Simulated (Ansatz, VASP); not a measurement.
# C in VASP and in Ansatz

File INCAR:

```
SYSTEM = C
ALGO = Normal
EDIFF = 1E-7
ENCUT = 520
GGA = PE
ISIF = 2
ISMEAR = 0
IVDW = 12
LASPH = .True.
LCHARG = .True.
LELF = .True.
LREAL = .False.
LVHAR = .True.
LWAVE = .False.
NBANDS = 11
NELM = 60
PREC = Accurate
SIGMA = 0.03
```

Contents of KPOINTS:

```
k-points
0
Gamma
  18 18 18
  0 0 0
```

POSCAR

```
C
1.0
    0.0000000000      2.0606766057      3.5936211529
    1.3037975076      0.0000000000      3.5936211529
    1.3037975076      2.0606766057      0.0000000000
C
2
Direct
    0.1666966007      0.8333033993      0.1666966007
    0.8333033993      0.1666966007      0.8333033993
```

Input for Ansatz:

```yaml
crystal:
  lattice:
    - [0.0, 2.0606766057, 3.5936211529]
    - [1.3037975076, 0.0, 3.5936211529]
    - [1.3037975076, 2.0606766057, 0.0]
  atoms:
    - { symbol: C, position: [0.1666966007, 0.8333033993, 0.1666966007] }
    - { symbol: C, position: [0.8333033993, 0.1666966007, 0.8333033993] }
basis:
  ecutwfc: 520.0
kpoints:
  mp_grid: { grid: [18, 18, 18] }
hamiltonian:
  xc: pbe
  pseudopotentials: { kind: paw, azcp: { folder: soft_1 } }
  dispersion: d3bj
scf:
  occupations: { method: gaussian, width: 0.03 }
output:
  forces: true
  stress: true
  eigenvalues: true
```

Change from the starting cell: volume 9.655 Å^3 an atom, stretch along b over the lengths across it, relative to the relaxed cell 0.9130.

Alike in both runs: task single point; functional PBE; dispersion D3(BJ); k mesh 18 × 18 × 18; occupations gaussian, width 0.03 eV; no spin polarisation.

|  | VASP | Ansatz |
| --- | --- | --- |
| version | VASP 6.6.1 | Ansatz 0.2.0 |
| potentials or method | VASP PAW PBE potentials, release 64 (C), cutoff 520 eV | scalar-relativistic, plane waves, PAW |
| valence electrons in the cell | 8 | 8 |

```tsv
	VASP	Ansatz	Ansatz less VASP
gap on the k mesh at the Fermi level (eV)	0.23	0.23	+0.001
least direct gap on the mesh (eV)	0.57	0.57	-0.002
pressure (GPa)	-5.9	-6.3	-0.39
traceless stress, the component that is largest in VASP (GPa)	-39.12	-39.25	-0.127
rms of the force components (eV/Å)	0.605	0.595	-0.0098
```

Atom by atom the forces differ by 0.010 eV/Å (rms over components).
